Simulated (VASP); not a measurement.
# InGa2N3 in VASP: single point with PBEsol

Aim: the single point of InGa2N3 with PBEsol.

Program: VASP 6.6.1. These are calculated values, not measurements. Logs are shortened: lines on timing, memory, paths and dates and some standing lists are left out, and cuts for length are marked.

**1. The cell of the first run**

The typed cell holds 12 atoms: a = 5.718 Å, b = 5.717 Å, c = 5.336 Å, α = 90.00°, β = 90.00°, γ = 59.96°.

**2. Single point, PBEsol**

The input, INCAR:

```
  PREC = Accurate
  ENCUT = 520
  EDIFF = 1E-7
  ISMEAR = 0
  SIGMA = 0.05
  LREAL = F
  LASPH = T
  NELM = 100
  ALGO = Normal
  ISIF = 2
  LWAVE = F
  LCHARG = T
  GGA = PS
  LVHAR = T
  NBANDS = 66
  KPAR = 4
```

The input, KPOINTS:

```
Automatic mesh
0
Gamma
  6 6 6
```

The input, POSCAR:

```
InGa2N3
1.0
    4.9527932789     -2.8571422576      0.0000609557
    4.9525723419      2.8567592143      0.0000212540
    0.0000442799     -0.0000370742      5.3363590005
In Ga N
2 4 6
Direct
    0.3251844531      0.6748037375      0.9897463707
    0.6748311988      0.3251795851      0.4897339916
    0.0070777407      0.3338613979      0.9926325315
    0.6661326475      0.9929131156      0.9926322272
    0.9929152661      0.6661449473      0.4926440829
    0.3338545832      0.0070914733      0.4926362806
    0.0264205333      0.3336213415      0.3589729665
    0.6663682166      0.9735702628      0.3589699674
    0.9735772668      0.6663815565      0.8589663173
    0.3336345729      0.0264303581      0.8589740525
    0.3078721110      0.6921175330      0.3950431604
    0.6921314100      0.3078846914      0.8950500513
```

Potentials or basis: VASP PAW PBE potentials, release 64 (In_d, Ga_d, N).

The run is started by

```console
$ cat potpaw_PBE.64/In_d/POTCAR potpaw_PBE.64/Ga_d/POTCAR potpaw_PBE.64/N/POTCAR > POTCAR
$ mpirun -np 4 vasp_std > vasp.out
```

OUTCAR:

```text
PREC = Accurate
   ENCUT = 520
   EDIFF = 1E-7
   ISMEAR = 0
   LREAL = F
   LASPH = T
   NELM = 100
   ISIF = 2
   GGA = PS

 ion  position               nearest neighbor table
   1  0.325  0.675  0.990-   9 2.15  10 2.15  12 2.16  11 2.17   3 3.26   4 3.26   3 3.26   4 3.26
                             6 3.28   5 3.28   5 3.30   6 3.30   2 3.33   2 3.33   4 3.37   3 3.38
   2  0.675  0.325  0.490-   7 2.15   8 2.15  11 2.16  12 2.17   5 3.26   6 3.26   5 3.26   6 3.26
                             3 3.28   4 3.28   4 3.30   3 3.30   1 3.33   1 3.33   6 3.38   5 3.38
   3  0.007  0.334  0.993-   9 1.95  10 1.95  12 1.95   7 1.96   1 3.26   1 3.26   2 3.28   2 3.30
                             1 3.38
   4  0.666  0.993  0.993-  10 1.95   9 1.95  12 1.95   8 1.96   1 3.26   1 3.26   2 3.28   2 3.30
                             1 3.37
   5  0.993  0.666  0.493-   7 1.95   8 1.95  11 1.95   9 1.96   2 3.26   2 3.26   1 3.28   1 3.30
                             2 3.38
   6  0.334  0.007  0.493-   8 1.95   7 1.95  11 1.95  10 1.96   2 3.26   2 3.26   1 3.28   1 3.30
                             2 3.38
   7  0.026  0.334  0.359-   5 1.95   6 1.95   3 1.96   2 2.15
   8  0.666  0.974  0.359-   6 1.95   5 1.95   4 1.96   2 2.15
   9  0.974  0.666  0.859-   3 1.95   4 1.95   5 1.96   1 2.15
  10  0.334  0.026  0.859-   4 1.95   3 1.95   6 1.96   1 2.15
  11  0.308  0.692  0.395-   5 1.95   6 1.95   2 2.16   1 2.17
  12  0.692  0.308  0.895-   3 1.95   4 1.95   1 2.16   2 2.17

  LATTYP: Found a simple monoclinic cell.
 ALAT       =     5.7139014763
 B/A-ratio  =     0.9339256238
 C/A-ratio  =     1.0006181485
 COS(beta)  =    -0.4996241242

  Lattice vectors:

 A1 = (   0.0002209370,  -5.7139014719,   0.0000397017)
 A2 = (  -0.0000442799,   0.0000370742,  -5.3363590005)
 A3 = (   4.9525723419,   2.8567592143,   0.0000212540)

Analysis of symmetry for initial positions (statically):
=====================================================================
 Subroutine PRICEL returns:
 Original cell was already a primitive cell.

 Routine SETGRP: Setting up the symmetry group for a
 simple monoclinic supercell.

 Subroutine GETGRP returns: Found  1 space group operations
 (whereof  1 operations were pure point group operations)
 out of a pool of  4 trial point group operations.

The static configuration has the point symmetry C_1 .

Analysis of symmetry for dynamics (positions and initial velocities):
=====================================================================
 Subroutine PRICEL returns:
[... 142 lines left out ...]
   EMIN   =  10.00;   EMAX   =-10.00  energy-range for DOS
   EFERMI =   0.00;   METHOD = LEGACY
   ISMEAR =     0;   SIGMA  =   0.05  broadening in eV -4-tet -1-fermi 0-gaus
   EFERMI_NEDOS =   21; number of points for ismear=-14 and -15
   IALGO  =     38    algorithm
   IMIX   =      4    mixing-type and parameters
     AMIX     =   0.40;   BMIX     =  1.00
     AMIX_MAG =   1.60;   BMIX_MAG =  1.00
  volume/ion in A,a.u.               =      12.58        84.92
  Fermi-wavevector in a.u.,A,eV,Ry     =   1.464008  2.766573 29.161613  2.143318
  Thomas-Fermi vector in A             =   2.580035
   LORBIT       =      0    0 simple, 1 ext, 2 COOP (PROOUT), +10 PAW based schemes
   GGA     = PS    functional components
   LHFCALC =     F    Hartree Fock is set to
   AEXX    =    0.0000 exact exchange contribution
   IVDW    =     0    specifies the selected vdW correction
   LEPSILON=     F    determine dielectric tensor
   LRPA    =     F    only Hartree local field effects (RPA)
 non-spin polarized calculation
 Gauss-broadening in eV      SIGMA  =   0.05
  energy-cutoff  :      520.00
  volume of cell :      151.01
 maximum number of plane-waves:      4100
 NGX is ok and might be reduce to    48
   NGX = 21   NGY = 21   NGZ = 19

 number of electron     108.0000001 magnetization

 Free energy of the ion-electron system (eV)
  ---------------------------------------------------
  ext. energy  EPLUGINS =         0.00000000
  ---------------------------------------------------
  free energy    TOTEN  =       -75.56348751 eV

  energy without entropy =      -75.56348751  energy(sigma->0) =      -75.56348751

 E-fermi :   6.0761     XC(G=0): -11.6175

 val. band max:        5.8036152511   @ k =   0.0000   0.0000   0.0000
 cond. band min:       6.8068177041   @ k =   0.0000   0.0000   0.0000
 fundamental gap:      1.0032024530
 Fermi energy:         6.0760619910

 k-point     1 :       0.0000    0.0000    0.0000
  band No.  band energies     occupation
      1      -9.7401      2.00000
      2      -9.1860      2.00000
      3      -9.0489      2.00000
      4      -9.0422      2.00000
      5      -9.0107      2.00000
      6      -8.9926      2.00000
[... 1645 lines left out ...]
     65      13.7582      0.00000
     66      13.8361      0.00000

 [... further k-points ...]

------------------------ aborting loop because EDIFF is reached ----------------------------------------

  FORCE on cell =-STRESS in cart. coord.  units (eV):
  Direction    XX          YY          ZZ          XY          YZ          ZX
  --------------------------------------------------------------------------------------
  -------------------------------------------------------------------------------------
  Total       -0.0464947     -0.0643455     -0.0860537      0.0043956      0.0012053     -0.0009442
  in kB       -0.4932829     -0.6826700     -0.9129812      0.0466350      0.0127871     -0.0100172
  external PRESSURE =      -0.6963113 kB  Pullay stress =       0.0000000 kB

 VOLUME and BASIS-vectors are now :
 -----------------------------------------------------------------------------
  energy-cutoff  :      520.00
  volume of cell :      151.01
      direct lattice vectors                 reciprocal lattice vectors
     4.952793279 -2.857142258  0.000060956     0.100948617 -0.175007865 -0.000002054
     4.952572342  2.856759214  0.000021254     0.100962153  0.175015672  0.000000378
     0.000044280 -0.000037074  5.336359000    -0.000001555  0.000001302  0.187393689

 POSITION                                       TOTAL-FORCE (eV/Angst)
 -----------------------------------------------------------------------------------
      4.95263      0.99862      5.28168         0.000310     -0.009482      0.000770
      4.95280     -0.99915      2.61344        -0.000574      0.011051      0.001743
      1.68857      0.93350      5.29705        -0.007804      0.006032      0.000213
      8.21674      0.93324      5.29710         0.009011      0.006384      0.000206
      8.21686     -0.93390      2.62900         0.008050     -0.006562     -0.001002
      1.68866     -0.93363      2.62890        -0.008313     -0.007151     -0.000089
      1.78316      0.87758      1.91562         0.029452     -0.011882     -0.011373
      8.12208      0.87733      1.91565        -0.028789     -0.012080     -0.010926
      8.12227     -0.87799      4.58383        -0.028798      0.011818     -0.010294
      1.78336     -0.87777      4.58381         0.028068      0.012256     -0.011165
      4.95261      1.09756      2.10813         0.000162      0.028072      0.021480
      4.95284     -1.09800      4.77636        -0.000774     -0.028456      0.020438
 -----------------------------------------------------------------------------------
    total drift:                                0.000008     -0.000004     -0.003064

  FREE ENERGIE OF THE ION-ELECTRON SYSTEM (eV)
  ---------------------------------------------------
  free  energy   TOTEN  =       -75.5634875127 eV

  energy  without entropy=      -75.5634875127  energy(sigma->0) =      -75.56348751
```

stdout:

```text
POSCAR found type information on POSCAR InGaN
 POSCAR found :  3 types and      12 ions
 scaLAPACK will be used
 -----------------------------------------------------------------------------
|                                                                             |
|                                                                             |
|     You enforced a specific xc type in the INCAR file but a different       |
|     I HOPE YOU KNOW WHAT YOU ARE DOING!                                     |
|                                                                             |
 -----------------------------------------------------------------------------

 LDA part: xc-table for (Slater+PW92), standard interpolation
 POSCAR, INCAR and KPOINTS ok, starting setup
 FFT: planning ... GRIDC
 FFT: planning ... GRID_SOFT
 FFT: planning ... GRID
 WAVECAR not read
 entering main loop
```

Run time: 19 min. Hardware: 4 MPI ranks of Oxide Virtual Turin-like, shared host; peak memory 0.88 GiB.

Results:

```yaml
Free_energy: -75.5635 eV
Pressure: -0.1 GPa
Largest_force: 0.035 eV/Å
Band_gap_on_the_k_mesh: 1.00 eV
```

Forces in eV/Å, atoms in the order of the input:
```
In   0.000 -0.009  0.001
In  -0.001  0.011  0.002
Ga  -0.008  0.006  0.000
Ga   0.009  0.006  0.000
Ga   0.008 -0.007 -0.001
Ga  -0.008 -0.007  0.000
N    0.029 -0.012 -0.011
N   -0.029 -0.012 -0.011
N   -0.029  0.012 -0.010
N    0.028  0.012 -0.011
N    0.000  0.028  0.021
N   -0.001 -0.028  0.020
```

Caveat: the PAW data sets were made with another functional, which shifts forces and pressure a little; spin-orbit coupling is left out, which moves the levels of the heavy elements.
